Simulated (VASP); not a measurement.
Input of a VASP 6.6.1 run:

INCAR

```
SYSTEM = Ag
PREC = Accurate ; ENCUT = 600
EDIFF = 1E-8 ; ISMEAR = -1
SIGMA = 0.15 ; LREAL = .False.
LASPH = .True. ; NELM = 60
ALGO = Fast ; ISIF = 3
LWAVE = .False. ; LCHARG = .False.
NBANDS = 18 ; IBRION = 6
NFREE = 2 ; POTIM = 0.015
NSW = 1
```

File KPOINTS:

```
regular mesh
0
Gamma
  18 18 10
  0 0 0
```

Contents of POSCAR:

```
Ag
1.0
    2.7647321664      0.0000000000      0.0000000000
   -1.3823660832      2.3943282908      0.0000000000
    0.0000000000      0.0000000000      4.5361955434
Ag
2
Direct
    0.3333333333      0.6666666667      0.2500000000
    0.6666666667      0.3333333333      0.7500000000
```

Potentials or basis: VASP PAW LDA potentials, release 64 (Ag).

Command:

```console
$ cat potpaw_LDA.64/Ag/POTCAR > POTCAR
$ mpirun -np 1 vasp_std > vasp.out
```

Problem. What does it give for the Voigt bulk modulus?

Solution. 186 GPa.

Problem. Estimate the highest phonon frequency at Γ.

Solution. 222 cm⁻¹.

Phonon frequencies in cm⁻¹ (negative: imaginary):
| q point | frequencies |
| --- | --- |
| (0.000, 0.000, 0.000) | 0 0 0 85 85 222 |

Caveat: the cell is under stress, which shifts elastic constants.
